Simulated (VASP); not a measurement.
# SnO (Pmn2_1) in VASP: a series of runs

Runs on SnO. Level: PBE+D3(BJ). Tasks: single point.

Everything below comes from runs of VASP 6.6.1. Logs are shortened: lines on timing, memory, paths and dates and some standing lists are left out, and cuts for length are marked.

## (1) The cell of the first run

It takes space group Pmn2_1 (No. 31, orthorhombic). The conventional cell has a = 3.157 Å, b = 5.340 Å, c = 4.768 Å, α = 90.00°, β = 90.00°, γ = 90.00°. Sn (site symmetry m) has 3 O at 2.11 to 2.16 Å within 2.8 Å. Within 2.8 Å of O (site symmetry m) lie 3 Sn at 2.11 to 2.16 Å.

## (2) Single point, PBE+D3(BJ)

File INCAR:

```
PREC = Accurate
ENCUT = 520
EDIFF = 1E-7
ISMEAR = 0
SIGMA = 0.05
LREAL = F
LASPH = T
NELM = 60
ALGO = Normal
ISIF = 2
LWAVE = F
LCHARG = F
GGA = PE
IVDW = 12
NBANDS = 28
```

File KPOINTS:

```
Automatic mesh
0
Gamma
  10 6 8
```

File POSCAR:

```
SnO
1.0
    3.1571805821      0.0000000000      0.0000000000
    0.0000000000      5.3395362956      0.0000000000
    0.0000000000      0.0000000000      4.7676310594
Sn O
2 2
Direct
    0.0000000000      0.2319090000      0.5131440000
    0.5000000000      0.7680910000      0.0131440000
    0.0000000000      0.8912500000      0.7368570000
    0.5000000000      0.1087500000      0.2368570000
```

Potentials or basis: VASP PAW PBE potentials, release 64 (Sn_d, O).

Command:

```
$ cat potpaw_PBE.64/Sn_d/POTCAR potpaw_PBE.64/O/POTCAR > POTCAR
$ mpirun -np 1 vasp_std > vasp.out
```

OUTCAR:

```text
PREC = Accurate
   ENCUT = 520
   EDIFF = 1E-7
   ISMEAR = 0
   LREAL = F
   LASPH = T
   NELM = 60
   ISIF = 2
   GGA = PE
   IVDW = 12
 IVDW          = 12

 ion  position               nearest neighbor table
   1  0.000  0.232  0.513-   3 2.11   4 2.16   4 2.16
   2  0.500  0.768  0.013-   4 2.11   3 2.16   3 2.16
   3  0.000  0.891  0.737-   1 2.11   2 2.16   2 2.16
   4  0.500  0.109  0.237-   2 2.11   1 2.16   1 2.16

  LATTYP: Found a simple orthorhombic cell.
 ALAT       =     3.1571805821
 B/A-ratio  =     1.5100913411
 C/A-ratio  =     1.6912356315

  Lattice vectors:

 A1 = (  -3.1571805821,   0.0000000000,   0.0000000000)
 A2 = (   0.0000000000,   0.0000000000,   4.7676310594)
 A3 = (   0.0000000000,   5.3395362956,   0.0000000000)

Analysis of symmetry for initial positions (statically):
=====================================================================
 Subroutine PRICEL returns:
 Original cell was already a primitive cell.

 Routine SETGRP: Setting up the symmetry group for a
 simple orthorhombic supercell.

 Subroutine GETGRP returns: Found  4 space group operations
 (whereof  2 operations were pure point group operations)
 out of a pool of  8 trial point group operations.

The static configuration has the point symmetry C_1h.
 The point group associated with its full space group is C_2v.

Analysis of symmetry for dynamics (positions and initial velocities):
=====================================================================
 Subroutine PRICEL returns:
 Original cell was already a primitive cell.

 Routine SETGRP: Setting up the symmetry group for a
 simple orthorhombic supercell.

 Subroutine GETGRP returns: Found  4 space group operations
 (whereof  2 operations were pure point group operations)
 out of a pool of  8 trial point group operations.

The dynamic configuration has the point symmetry C_1h.
 The point group associated with its full space group is C_2v.

 Subroutine INISYM returns: Found  4 space group operations
 (whereof  2 operations are pure point group operations),
 and found     1 'primitive' translations

----------------------------------------------------------------------------------------

                                     Primitive cell

  volume of cell :      80.3722

  direct lattice vectors                    reciprocal lattice vectors
     3.157180582  0.000000000  0.000000000     0.316738297  0.000000000  0.000000000
     0.000000000  5.339536296  0.000000000     0.000000000  0.187282180  0.000000000
     0.000000000  0.000000000  4.767631059     0.000000000  0.000000000  0.209747774

  length of vectors
     3.157180582  5.339536296  4.767631059     0.316738297  0.187282180  0.209747774

  position of ions in fractional coordinates (direct lattice)
     0.000000000  0.231909000  0.513144000
     0.500000000  0.768091000  0.013144000
     0.000000000  0.891250000  0.736857000
     0.500000000  0.108750000  0.236857000

  ion indices of the primitive-cell ions
   primitive index   ion index
                 1           1
                 2           2
                 3           3
                 4           4

----------------------------------------------------------------------------------------

 KPOINTS: Automatic mesh

Automatic generation of k-mesh.
 Grid dimensions read from file:
 generate k-points for:   10    6    8

 Generating k-lattice:

  Cartesian coordinates                     Fractional coordinates (reciprocal lattice)
     0.031673830  0.000000000  0.000000000     0.100000000  0.000000000  0.000000000
     0.000000000  0.031213697  0.000000000     0.000000000  0.166666667  0.000000000
     0.000000000  0.000000000  0.026218472     0.000000000  0.000000000  0.125000000

  Length of vectors
     0.031673830  0.031213697  0.026218472

  Shift w.r.t. Gamma in fractional coordinates (k-lattice)
     0.000000000  0.000000000  0.000000000

 Subroutine IBZKPT returns following result:
 ===========================================

 Found    120 irreducible k-points:

 Following reciprocal coordinates:
            Coordinates               Weight
  0.000000  0.000000  0.000000      1.000000
  0.100000  0.000000  0.000000      2.000000
  0.200000  0.000000  0.000000      2.000000
  0.300000  0.000000  0.000000      2.000000
  0.400000  0.000000  0.000000      2.000000
  0.500000  0.000000  0.000000      1.000000
[... 16 lines left out ...]
  0.400000  0.500000  0.000000      2.000000
  0.500000  0.500000  0.000000      1.000000
 [... further k-points ...]
   k-points           NKPTS =    120   k-points in BZ     NKDIM =    120   number of bands    NBANDS=     28
   number of dos      NEDOS =    301   number of ions     NIONS =      4
   total plane-waves  NPLWV =  34560
   dimension x,y,z NGX =    24 NGY =   40 NGZ =   36
   dimension x,y,z NGXF=    48 NGYF=   80 NGZF=   72
   ions per type =               2   2
   NGX,Y,Z   is equivalent  to a cutoff of  12.64, 12.45, 12.55 a.u.
   NGXF,Y,Z  is equivalent  to a cutoff of  25.28, 24.91, 25.11 a.u.
 SYSTEM =  unknown system
   PREC   = accura    normal or accurate (medium, high low for compatibility)
   ISTART =      0    job   : 0-new  1-cont  2-samecut
   ICHARG =      2    charge: 1-file 2-atom 10-const
   ISPIN  =      1    spin polarized calculation?
   LNONCOLLINEAR =      F non collinear calculations
   LSORBIT =      F    spin-orbit coupling
   LASPH  =      T    aspherical Exc in radial PAW
   ENCUT  =  520.0 eV  38.22 Ry    6.18 a.u.   5.87  9.93  8.86*2*pi/ulx,y,z
   NELM   =     60;   NELMIN=  2; NELMDL= -5     # of ELM steps
   EDIFF  = 0.1E-06   stopping-criterion for ELM
   LREAL  =      F    real-space projection
   EDIFFG = 0.1E-05   stopping-criterion for IOM
   NSW    =      0    number of steps for IOM
   IBRION =     -1    ionic relax: 0-MD 1-quasi-New 2-CG
   NFREE  =      0    steps in history (QN), initial steepest desc. (CG)
   ISIF   =      2    stress and relaxation
   ISYM   =      2    0-nonsym 1-usesym 2-fastsym
   POTIM  = 0.5000    time-step for ionic-motion
   TEBEG  =    0.0;   TEEND  =   0.0 temperature during run
   PSTRESS=    0.0 pullay stress
   NELECT =      40.0000    total number of electrons
   NUPDOWN=      -1.0000    fix difference up-down
   EMIN   =  10.00;   EMAX   =-10.00  energy-range for DOS
   EFERMI =   0.00;   METHOD = LEGACY
   ISMEAR =     0;   SIGMA  =   0.05  broadening in eV -4-tet -1-fermi 0-gaus
   EFERMI_NEDOS =   21; number of points for ismear=-14 and -15
   IALGO  =     38    algorithm
   IMIX   =      4    mixing-type and parameters
     AMIX     =   0.40;   BMIX     =  1.00
     AMIX_MAG =   1.60;   BMIX_MAG =  1.00
  volume/ion in A,a.u.               =      20.09       135.59
  Fermi-wavevector in a.u.,A,eV,Ry     =   1.297357  2.451650 22.900458  1.683136
  Thomas-Fermi vector in A             =   2.428755
   LORBIT       =      0    0 simple, 1 ext, 2 COOP (PROOUT), +10 PAW based schemes
   GGA     = PE    functional components
   LHFCALC =     F    Hartree Fock is set to
   AEXX    =    0.0000 exact exchange contribution
   IVDW    =    12    specifies the selected vdW correction
   LEPSILON=     F    determine dielectric tensor
   LRPA    =     F    only Hartree local field effects (RPA)
 non-spin polarized calculation
 Gauss-broadening in eV      SIGMA  =   0.05
  energy-cutoff  :      520.00
  volume of cell :       80.37
 maximum number of plane-waves:      2192
 NGX is ok and might be reduce to    24
   NGX = 11   NGY = 19   NGZ = 17

 number of electron      39.9999984 magnetization

 Free energy of the ion-electron system (eV)
  ---------------------------------------------------
  ext. energy  EPLUGINS =         0.00000000
  ---------------------------------------------------
  free energy    TOTEN  =       -22.30893282 eV

  energy without entropy =      -22.30893282  energy(sigma->0) =      -22.30893282

 E-fermi :   4.9226     XC(G=0):  -9.4837

 val. band max:        4.6986032406   @ k =   0.3000   0.0000   0.0000
 cond. band min:       5.8730092640   @ k =   0.4000   0.5000   0.0000
 fundamental gap:      1.1744060234
 Fermi energy:         4.9225612518

 k-point     1 :       0.0000    0.0000    0.0000
  band No.  band energies     occupation
      1     -16.5187      2.00000
      2     -16.1774      2.00000
      3     -16.0556      2.00000
      4     -15.9787      2.00000
      5     -15.9459      2.00000
      6     -15.9183      2.00000
[... 20 lines left out ...]
     27      13.7454      0.00000
     28      13.8538      0.00000

 k-point     2 :       0.1000    0.0000    0.0000
  band No.  band energies     occupation
      1     -16.5084      2.00000
      2     -16.1508      2.00000
      3     -16.0426      2.00000
      4     -16.0238      2.00000
      5     -15.9582      2.00000
      6     -15.9182      2.00000
[... 20 lines left out ...]
     27      13.5121      0.00000
     28      13.6408      0.00000

 k-point     3 :       0.2000    0.0000    0.0000
  band No.  band energies     occupation
      1     -16.4895      2.00000
      2     -16.1418      2.00000
      3     -16.0812      2.00000
      4     -16.0085      2.00000
      5     -15.9793      2.00000
      6     -15.9363      2.00000
[... 20 lines left out ...]
     27      13.3611      0.00000
     28      13.8156      0.00000

 k-point     4 :       0.3000    0.0000    0.0000
  band No.  band energies     occupation
      1     -16.4802      2.00000
      2     -16.2741      2.00000
      3     -16.0109      2.00000
      4     -16.0036      2.00000
      5     -15.9670      2.00000
      6     -15.9572      2.00000
[... 578 lines left out ...]
     27      13.8956      0.00000
     28      15.0395      0.00000

 k-point    23 :       0.4000    0.5000    0.0000
  band No.  band energies     occupation
      1     -16.4810      2.00000
      2     -16.3890      2.00000
      3     -16.0006      2.00000
      4     -15.9972      2.00000
      5     -15.9730      2.00000
      6     -15.9652      2.00000
[... 20 lines left out ...]
     27      13.1600      0.00000
     28      13.9760      0.00000

 k-point    24 :       0.5000    0.5000    0.0000
  band No.  band energies     occupation
      1     -16.4558      2.00000
      2     -16.4558      2.00000
      3     -16.0046      2.00000
      4     -16.0046      2.00000
      5     -15.9678      2.00000
      6     -15.9678      2.00000
[... 20 lines left out ...]
     27      13.1465      0.00000
     28      13.1465      0.00000

 [... further k-points ...]

------------------------ aborting loop because EDIFF is reached ----------------------------------------

 Edisp (eV)   -0.81899

 E8    (eV) :    -0.3562

  FORCE on cell =-STRESS in cart. coord.  units (eV):
  Direction    XX          YY          ZZ          XY          YZ          ZX
  --------------------------------------------------------------------------------------
  -------------------------------------------------------------------------------------
  Total       1.61230     0.67970    -1.23338     0.00000     0.00000     0.00000
  in kB      32.14038    13.54953   -24.58674     0.00000     0.00000     0.00000
  external pressure =        7.03 kB  Pullay stress =        0.00 kB

 VOLUME and BASIS-vectors are now :
 -----------------------------------------------------------------------------
  energy-cutoff  :      520.00
  volume of cell :       80.37
      direct lattice vectors                 reciprocal lattice vectors
     3.157180582  0.000000000  0.000000000     0.316738297  0.000000000  0.000000000
     0.000000000  5.339536296  0.000000000     0.000000000  0.187282180  0.000000000
     0.000000000  0.000000000  4.767631059     0.000000000  0.000000000  0.209747774

 POSITION                                       TOTAL-FORCE (eV/Angst)
 -----------------------------------------------------------------------------------
      0.00000      1.23829      2.44648         0.000000      0.258379     -0.315641
      1.57859      4.10125      0.06267         0.000000     -0.258379     -0.315641
      0.00000      4.75886      3.51306         0.000000     -0.036140      0.315641
      1.57859      0.58067      1.12925         0.000000      0.036140      0.315641
 -----------------------------------------------------------------------------------
    total drift:                                0.000000      0.000000      0.000558

  FREE ENERGIE OF THE ION-ELECTRON SYSTEM (eV)
  ---------------------------------------------------
  free  energy   TOTEN  =       -23.1279260038 eV

  energy  without entropy=      -23.1279260038  energy(sigma->0) =      -23.12792600
```

Wall time 3.7 min (1 thread of Intel Xeon Platinum 8488C (Sapphire Rapids), shared host); peak memory 0.34 GiB.

Results:

* Free energy: -23.1279 eV
* Pressure: 0.7 GPa
* Largest force: 0.408 eV/Å
* Band gap on the k mesh: 1.17 eV (least direct gap 1.41 eV)
* Dispersion energy per atom: -0.205 eV

Forces on the atoms (eV/Å):
```
Sn   0.000  0.258 -0.316
Sn   0.000 -0.258 -0.316
O    0.000 -0.036  0.316
O    0.000  0.036  0.316
```

Stress tensor (GPa, compression positive):
```
 3.21  0.00  0.00
 0.00  1.35  0.00
 0.00  0.00 -2.46
```

Caveat: spin-orbit coupling is left out, which moves the levels of the heavy elements. A k mesh can miss the band edges.

[end of part 1 of 2]
